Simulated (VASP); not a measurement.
# Pd (I4/mmm) in VASP: further runs

Runs on Pd. Level: PBEsol. Tasks: single point.

Everything below comes from runs of VASP 6.6.1. Logs are shortened: lines on timing, memory, paths and dates and some standing lists are left out, and cuts for length are marked.

## (1) The cell of the first run

The structure is tetragonal, space group I4/mmm (No. 139). The conventional cell has a = 2.778 Å, b = 2.778 Å, c = 3.890 Å, α = 90.00°, β = 90.00°, γ = 90.00°. Pd (site symmetry 4/mmm) has 12 Pd at 2.76 to 2.78 Å within 3.6 Å.

## (2) Single point, PBEsol (equal xx and yy strain of +1 %)

Input file INCAR:

```
PREC = Accurate
ENCUT = 520
EDIFF = 1E-6
ISMEAR = -1
SIGMA = 0.05
LREAL = F
LASPH = T
NELM = 80
ALGO = Normal
ISIF = 2
LWAVE = F
LCHARG = F
GGA = PS
NBANDS = 11
```

Input file KPOINTS:

```
regular mesh
0
Gamma
  18 18 18
```

Input file POSCAR:

```
Pd
1.0
    0.0000000000      1.9643490000      1.9449000000
    1.9643490000      0.0000000000      1.9449000000
    1.9643490000      1.9643490000      0.0000000000
Pd
1
Direct
    0.0000000000      0.0000000000      0.0000000000
```

Potentials or basis: VASP PAW PBE potentials, release 64 (Pd).

Started as:

```
$ cat potpaw_PBE.64/Pd/POTCAR > POTCAR
$ mpirun -np 1 vasp_std > vasp.out
```

OUTCAR:

```text
PREC = Accurate
   ENCUT = 520
   EDIFF = 1E-6
   ISMEAR = -1
   LREAL = F
   LASPH = T
   NELM = 80
   ISIF = 2
   GGA = PS

 ion  position               nearest neighbor table
   1  0.000  0.000  0.000-

  LATTYP: Found a body centered tetragonal cell.
 ALAT       =     2.7780089970
 C/A-ratio  =     1.4002114479

  Lattice vectors:

 A1 = (   0.0000000000,  -1.9643490000,  -1.9449000000)
 A2 = (   0.0000000000,   1.9643490000,  -1.9449000000)
 A3 = (   1.9643490000,   0.0000000000,   1.9449000000)

Analysis of symmetry for initial positions (statically):
=====================================================================
 Subroutine PRICEL returns:
 Original cell was already a primitive cell.

 Routine SETGRP: Setting up the symmetry group for a
 body centered tetragonal supercell.

 Subroutine GETGRP returns: Found 16 space group operations
 (whereof 16 operations were pure point group operations)
 out of a pool of 16 trial point group operations.

The static configuration has the point symmetry D_4h.

Analysis of symmetry for dynamics (positions and initial velocities):
=====================================================================
 Subroutine PRICEL returns:
 Original cell was already a primitive cell.

 Routine SETGRP: Setting up the symmetry group for a
 body centered tetragonal supercell.

 Subroutine GETGRP returns: Found 16 space group operations
 (whereof 16 operations were pure point group operations)
 out of a pool of 16 trial point group operations.

The dynamic configuration has the point symmetry D_4h.

 Subroutine INISYM returns: Found 16 space group operations
 (whereof 16 operations are pure point group operations),
 and found     1 'primitive' translations

----------------------------------------------------------------------------------------

                                     Primitive cell

  volume of cell :      15.0094

  direct lattice vectors                    reciprocal lattice vectors
     0.000000000  1.964349000  1.944900000    -0.254537254  0.254537254  0.257082626
     1.964349000  0.000000000  1.944900000     0.254537254 -0.254537254  0.257082626
     1.964349000  1.964349000  0.000000000     0.254537254  0.254537254 -0.257082626

  length of vectors
     2.764290687  2.764290687  2.778008997     0.442345910  0.442345910  0.442345910

  position of ions in fractional coordinates (direct lattice)
     0.000000000  0.000000000  0.000000000

  ion indices of the primitive-cell ions
   primitive index   ion index
                 1           1

----------------------------------------------------------------------------------------

 KPOINTS: regular mesh

Automatic generation of k-mesh.
 Grid dimensions read from file:
 generate k-points for:   18   18   18

 Generating k-lattice:

  Cartesian coordinates                     Fractional coordinates (reciprocal lattice)
    -0.014140959  0.014140959  0.014282368     0.055555556  0.000000000  0.000000000
     0.014140959 -0.014140959  0.014282368     0.000000000  0.055555556  0.000000000
     0.014140959  0.014140959 -0.014282368    -0.000000000 -0.000000000  0.055555556

  Length of vectors
     0.024574773  0.024574773  0.024574773

  Shift w.r.t. Gamma in fractional coordinates (k-lattice)
     0.000000000  0.000000000  0.000000000

 Subroutine IBZKPT returns following result:
 ===========================================

 Found    480 irreducible k-points:

 Following reciprocal coordinates:
            Coordinates               Weight
  0.000000  0.000000  0.000000      1.000000
  0.055556 -0.000000  0.000000      8.000000
  0.111111 -0.000000  0.000000      8.000000
  0.166667  0.000000  0.000000      8.000000
  0.222222  0.000000  0.000000      8.000000
  0.277778  0.000000  0.000000      8.000000
[... 16 lines left out ...]
 -0.277778  0.055556  0.000000      8.000000
 -0.222222  0.055556  0.000000      8.000000
 [... further k-points ...]
   k-points           NKPTS =    480   k-points in BZ     NKDIM =    480   number of bands    NBANDS=     11
   number of dos      NEDOS =    301   number of ions     NIONS =      1
   total plane-waves  NPLWV =  13824
   dimension x,y,z NGX =    24 NGY =   24 NGZ =   24
   dimension x,y,z NGXF=    48 NGYF=   48 NGZF=   48
   ions per type =               1
   NGX,Y,Z   is equivalent  to a cutoff of  14.43, 14.43, 14.36 a.u.
   NGXF,Y,Z  is equivalent  to a cutoff of  28.87, 28.87, 28.72 a.u.
 SYSTEM =  unknown system
   PREC   = accura    normal or accurate (medium, high low for compatibility)
   ISTART =      0    job   : 0-new  1-cont  2-samecut
   ICHARG =      2    charge: 1-file 2-atom 10-const
   ISPIN  =      1    spin polarized calculation?
   LNONCOLLINEAR =      F non collinear calculations
   LSORBIT =      F    spin-orbit coupling
   LASPH  =      T    aspherical Exc in radial PAW
   ENCUT  =  520.0 eV  38.22 Ry    6.18 a.u.   5.14  5.14  5.17*2*pi/ulx,y,z
   NELM   =     80;   NELMIN=  2; NELMDL= -5     # of ELM steps
   EDIFF  = 0.1E-05   stopping-criterion for ELM
   LREAL  =      F    real-space projection
   EDIFFG = 0.1E-04   stopping-criterion for IOM
   NSW    =      0    number of steps for IOM
   IBRION =     -1    ionic relax: 0-MD 1-quasi-New 2-CG
   NFREE  =      0    steps in history (QN), initial steepest desc. (CG)
   ISIF   =      2    stress and relaxation
   ISYM   =      2    0-nonsym 1-usesym 2-fastsym
   POTIM  = 0.5000    time-step for ionic-motion
   TEBEG  =    0.0;   TEEND  =   0.0 temperature during run
   PSTRESS=    0.0 pullay stress
   NELECT =      10.0000    total number of electrons
   NUPDOWN=      -1.0000    fix difference up-down
   EMIN   =  10.00;   EMAX   =-10.00  energy-range for DOS
   EFERMI =   0.00;   METHOD = LEGACY
   ISMEAR =    -1;   SIGMA  =   0.05  broadening in eV -4-tet -1-fermi 0-gaus
   EFERMI_NEDOS =   21; number of points for ismear=-14 and -15
   IALGO  =     38    algorithm
   IMIX   =      4    mixing-type and parameters
     AMIX     =   0.40;   BMIX     =  1.00
     AMIX_MAG =   1.60;   BMIX_MAG =  1.00
  volume/ion in A,a.u.               =      15.01       101.29
  Fermi-wavevector in a.u.,A,eV,Ry     =   1.429837  2.702001 27.816225  2.044435
  Thomas-Fermi vector in A             =   2.549748
   LORBIT       =      0    0 simple, 1 ext, 2 COOP (PROOUT), +10 PAW based schemes
   GGA     = PS    functional components
   LHFCALC =     F    Hartree Fock is set to
   AEXX    =    0.0000 exact exchange contribution
   IVDW    =     0    specifies the selected vdW correction
   LEPSILON=     F    determine dielectric tensor
   LRPA    =     F    only Hartree local field effects (RPA)
 non-spin polarized calculation
  energy-cutoff  :      520.00
  volume of cell :       15.01
 maximum number of plane-waves:       419
 NGX is ok and might be reduce to    24
   NGX = 11   NGY = 11   NGZ = 11

 number of electron      10.0000000 magnetization

 number of electron       9.9999999 magnetization

 Free energy of the ion-electron system (eV)
  ---------------------------------------------------
  ext. energy  EPLUGINS =         0.00000000
  ---------------------------------------------------
  free energy    TOTEN  =        -5.96358605 eV

  energy without entropy =       -5.94498080  energy(sigma->0) =       -5.95428343

 E-fermi :   9.3319     XC(G=0): -13.2722

 val. band max:        9.3293562817   @ k =  -0.4444   0.3889   0.1111
 cond. band min:       9.3321681569   @ k =   0.5000   0.0556   0.0000
 fundamental gap:      0.0028118753
 Fermi energy:         9.3318506391

 k-point     1 :       0.0000    0.0000    0.0000
  band No.  band energies     occupation
      1       2.2236      2.00000
      2       6.5221      2.00000
      3       6.5221      2.00000
      4       6.6134      2.00000
      5       8.0910      2.00000
      6       8.1858      2.00000
      7      26.4473      0.00000
      8      31.0389      0.00000
      9      31.0389      0.00000
     10      31.2701      0.00000
     11      35.4685      0.00000

 k-point     2 :       0.0556   -0.0000    0.0000
  band No.  band energies     occupation
      1       2.3344      2.00000
      2       6.4990      2.00000
      3       6.5606      2.00000
      4       6.6354      2.00000
      5       8.0737      2.00000
      6       8.1659      2.00000
      7      26.5623      0.00000
      8      30.3460      0.00000
      9      31.1631      0.00000
     10      31.3246      0.00000
     11      35.5440      0.00000

 k-point     3 :       0.1111   -0.0000    0.0000
  band No.  band energies     occupation
      1       2.6550      2.00000
      2       6.4100      2.00000
      3       6.6605      2.00000
      4       6.7264      2.00000
      5       8.0392      2.00000
      6       8.1228      2.00000
      7      26.8085      0.00000
      8      28.8220      0.00000
      9      31.5148      0.00000
     10      31.6660      0.00000
     11      35.5943      0.00000

 k-point     4 :       0.1667    0.0000    0.0000
  band No.  band energies     occupation
      1       3.1410      2.00000
      2       6.3185      2.00000
      3       6.7707      2.00000
      4       6.8391      2.00000
      5       8.0422      2.00000
      6       8.1083      2.00000
      7      26.4000      0.00000
      8      27.7185      0.00000
      9      32.0222      0.00000
     10      32.1639      0.00000
     11      35.3032      0.00000

 k-point     5 :       0.2222    0.0000    0.0000
  band No.  band energies     occupation
      1       3.6808      2.00000
      2       6.3622      2.00000
      3       6.8155      2.00000
      4       6.8930      2.00000
      5       8.1587      2.00000
      6       8.1989      2.00000
      7      24.6396      0.00000
      8      27.5891      0.00000
      9      32.5050      0.00000
     10      32.6266      0.00000
     11      34.7965      0.00000
[... 211 lines left out ...]
 k-point    21 :      -0.3889    0.0556    0.0000
  band No.  band energies     occupation
      1       4.2499      2.00000
      2       6.5792      2.00000
      3       6.5892      2.00000
      4       8.3769      2.00000
      5       8.9846      1.99807
      6       9.9694      0.00001
      7      18.1292      0.00000
      8      26.1593      0.00000
      9      29.7628      0.00000
     10      30.9492      0.00000
     11      35.5266      0.00000

 k-point    22 :      -0.3333    0.0556    0.0000
  band No.  band energies     occupation
      1       4.2899      2.00000
      2       6.6808      2.00000
      3       6.6810      2.00000
      4       7.6301      2.00000
      5       8.6503      2.00000
      6       9.3377      0.94163
      7      19.9813      0.00000
      8      26.5743      0.00000
      9      30.1989      0.00000
     10      32.1231      0.00000
     11      35.1807      0.00000

 k-point    23 :      -0.2778    0.0556    0.0000
  band No.  band energies     occupation
      1       4.2296      2.00000
      2       6.7183      2.00000
      3       6.7907      2.00000
      4       6.9042      2.00000
      5       8.2940      2.00000
      6       8.8878      1.99972
      7      22.0141      0.00000
      8      27.0724      0.00000
      9      30.7974      0.00000
     10      33.5748      0.00000
     11      34.2494      0.00000

 k-point    24 :      -0.2222    0.0556    0.0000
  band No.  band energies     occupation
      1       3.9262      2.00000
      2       6.3187      2.00000
      3       6.8690      2.00000
      4       6.9111      2.00000
      5       8.0027      2.00000
      6       8.5456      2.00000
      7      24.0617      0.00000
      8      27.4730      0.00000
      9      31.2836      0.00000
     10      33.6322      0.00000
     11      33.9401      0.00000

 [... further k-points ...]

------------------------ aborting loop because EDIFF is reached ----------------------------------------

  FORCE on cell =-STRESS in cart. coord.  units (eV):
  Direction    XX          YY          ZZ          XY          YZ          ZX
  --------------------------------------------------------------------------------------
  -------------------------------------------------------------------------------------
  Total       -0.5908671     -0.5908671     -0.5394898      0.0000000     -0.0000000      0.0000000
  in kB      -63.0718835    -63.0718835    -57.5876306      0.0000000     -0.0000000      0.0000000
  external PRESSURE =     -61.2437992 kB  Pullay stress =       0.0000000 kB

 VOLUME and BASIS-vectors are now :
 -----------------------------------------------------------------------------
  energy-cutoff  :      520.00
  volume of cell :       15.01
      direct lattice vectors                 reciprocal lattice vectors
     0.000000000  1.964349000  1.944900000    -0.254537254  0.254537254  0.257082626
     1.964349000  0.000000000  1.944900000     0.254537254 -0.254537254  0.257082626
     1.964349000  1.964349000  0.000000000     0.254537254  0.254537254 -0.257082626

 POSITION                                       TOTAL-FORCE (eV/Angst)
 -----------------------------------------------------------------------------------
      0.00000      0.00000      0.00000        -0.000000     -0.000000      0.000000
 -----------------------------------------------------------------------------------
    total drift:                                0.000000     -0.000000     -0.000000

  FREE ENERGIE OF THE ION-ELECTRON SYSTEM (eV)
  ---------------------------------------------------
  free  energy   TOTEN  =        -5.9635860506 eV

  energy  without entropy=       -5.9449808019  energy(sigma->0) =       -5.95428343
```

Run time: 48 s. Hardware: 1 thread of AMD EPYC 9R45 (Zen 5), shared host; peak memory 0.17 GiB.

What came out:

```
Free energy            : -5.9636 eV
Pressure               : -6.1 GPa
Band gap on the k mesh : zero (bands 5 and 6 overlap by 1.53 eV)
```

Caveat: the cell differs from its parent crystal (equal xx and yy strain of +1 %); the cell stands under tension; the PAW data sets were made with another functional, which shifts forces and pressure a little.

## (3) Single point, PBEsol (equal xx and yy strain of +2 %)

Input file INCAR:

```
ALGO     = Normal         # electronic algorithm
EDIFF    = 1E-6           # SCF threshold, eV
ENCUT    = 520            # plane-wave cutoff, eV
GGA      = PS             # functional
ISIF     = 2              # what is computed and relaxed
ISMEAR   = -1             # smearing method
LASPH    = T              # aspherical terms in the spheres
LCHARG   = T              # write CHGCAR
LELF     = T              # ELF
LREAL    = F              # projectors in reciprocal space
LVHAR    = T            
LWAVE    = F              # write WAVECAR
NBANDS   = 11             # bands
NELM     = 60             # most SCF steps
PREC     = Accurate       # precision mode
SIGMA    = 0.05           # smearing width, eV
```

Input file KPOINTS:

```
k-points
0
Gamma
  18 18 18
```

Input file POSCAR:

```
Pd
1.0
    0.0000000000      1.9837980000      1.9449000000
    1.9837980000      0.0000000000      1.9449000000
    1.9837980000      1.9837980000      0.0000000000
Pd
1
Direct
    0.0000000000      0.0000000000      0.0000000000
```

Potentials or basis: VASP PAW PBE potentials, release 64 (Pd).

Started as:

```
$ cat potpaw_PBE.64/Pd/POTCAR > POTCAR
$ mpirun -np 1 vasp_std > vasp.out
```

Wall time 50 s (1 thread of AMD EPYC 9R45 (Zen 5), shared host); peak memory 0.18 GiB.

It converged, with:

```yaml
Free_energy: -5.9489 eV
Pressure: -9.3 GPa
Band_gap_on_the_k_mesh: zero (bands 5 and 6 overlap by 1.51 eV)
```

Stress tensor (GPa, compression positive):
```
-9.60  0.00  0.00
 0.00 -9.60  0.00
 0.00  0.00 -8.64
```

Levels at points of the mesh, in eV from the Fermi level:
```csv
k point,band 2,band 3,band 4,band 5,band 6,band 7,band 8,band 9
"(0.00, 0.00, 0.00)",-2.75,-2.75,-2.57,-1.25,-1.07,17.11,21.51,21.51
"(0.50, 0.00, 0.00)",-2.81,-2.64,-0.06,0.01,1.00,6.97,16.43,20.43
"(0.50, 0.50, 0.00)",-4.84,-0.05,0.27,0.27,3.51,10.68,12.66,12.66
"(0.50, 0.00, 0.50)",-4.84,-0.05,0.21,0.32,3.13,10.16,12.98,13.08
```

Caveat: the cell differs from its parent crystal (equal xx and yy strain of +2 %); the cell stands under tension; the PAW data sets were made with another functional, which shifts forces and pressure a little.
